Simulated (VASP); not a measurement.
Wanted: the native input for a VASP 6.6.1 run.

```
Task                   : single point
Functional             : PBE
Potentials or basis    : VASP PAW PBE potentials, release 64 (Ta_pv)
Cutoff                 : 520 eV
k mesh                 : 30 × 30 × 14
Occupations            : gaussian, width 0.1 eV
Spin                   : no spin polarisation
Dipole correction      : no
Further INCAR settings : ALGO = Fast; EDIFF = 1e-06; NBANDS = 24
```

The structure of Ta lies in POSCAR:

```
Ta
1.0
    2.9848398192      0.0000000000      0.0000000000
   -1.4924199096      2.5849471096      0.0000000000
    0.0000000000      0.0000000000      7.3192418160
Ta
3
Direct
    0.0000000000      0.0000000000      0.0000000000
    0.3333333333      0.6666666667      0.3333333333
    0.6666666667      0.3333333333      0.6666666667
```

This isn't the form of Ta at room conditions, which is bcc.

One way to write it, as run:

INCAR

```
PREC = Accurate ; ENCUT = 520
EDIFF = 1E-6 ; ISMEAR = 0
SIGMA = 0.1 ; LREAL = False
LASPH = True ; NELM = 60
ALGO = Fast ; ISIF = 2
LWAVE = False ; LCHARG = False
GGA = PE ; NBANDS = 24
```

KPOINTS

```
regular mesh
0
Gamma
  30 30 14
```

Potentials or basis: VASP PAW PBE potentials, release 64 (Ta_pv).

Command:

```console
$ cat potpaw_PBE.64/Ta_pv/POTCAR > POTCAR
$ mpirun -np 1 vasp_std > vasp.out
```

It gave:

```
Pressure               : 0.1 GPa
Band gap on the k mesh : zero (an odd number of electrons rules out a gap without spin polarisation)
```

Caveat: spin-orbit coupling is left out, which moves the levels of the heavy elements.

Wall time 33 min on 1 thread of Oxide Virtual Turin-like Processor (shared host), peak memory 1.1 GiB.
